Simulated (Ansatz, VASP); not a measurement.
**Two plane-wave programs on Cu2BO3**

```
Cu B O
1.0
     3.60080    0.00000    0.00000
    -1.80040    3.11838    0.00000
     0.00000    0.00000    4.41006
Cu B O
2 1 3
Cartesian
  1.8004 1.0395 1.4700
  0.0000 2.0789 2.9400
  0.0000 0.0000 0.0000
  1.8004 1.0395 3.6750
  0.0000 2.0789 0.7350
  0.0000 0.0000 2.2050
```

Alike in both runs: task single point; functional PBE; k mesh 6 × 6 × 4; occupations gaussian, width 0.1 eV; collinear spin.

```csv
,VASP,Ansatz
version,VASP 6.6.1,Ansatz 0.2.0
potentials or method,"VASP PAW PBE potentials, release 64 (Cu, B, O), cutoff 520 eV","scalar-relativistic, plane waves, PAW"
valence electrons in the cell,43,59
```

```tsv
	VASP	Ansatz	Ansatz less VASP
gap on the k mesh at the Fermi level (eV)	none	none	-
pressure (GPa)	5.4	5.3	-0.14
traceless stress, the component that is largest in VASP (GPa)	-0.15	-0.15	+0.002
rms of the force components (eV/Å)	0.442	0.438	-0.0043
net moment per atom (μB)	0.19	0.19	+0.001
size of the moment on the site where the two differ most (μB)	0.23	0.25	+0.017
```

Site moments also hang on the region over which each program counts them. Atom by atom the forces differ by 0.007 eV/Å (rms over components). A gap of «none» marks a metal or a gap that the smearing closes. With one functional, cell and mesh, what is left measures potentials, basis and numerics. VASP's potentials hold 43 valence electrons a cell and Ansatz's 59, so a difference there can come from the potentials and not from the codes.
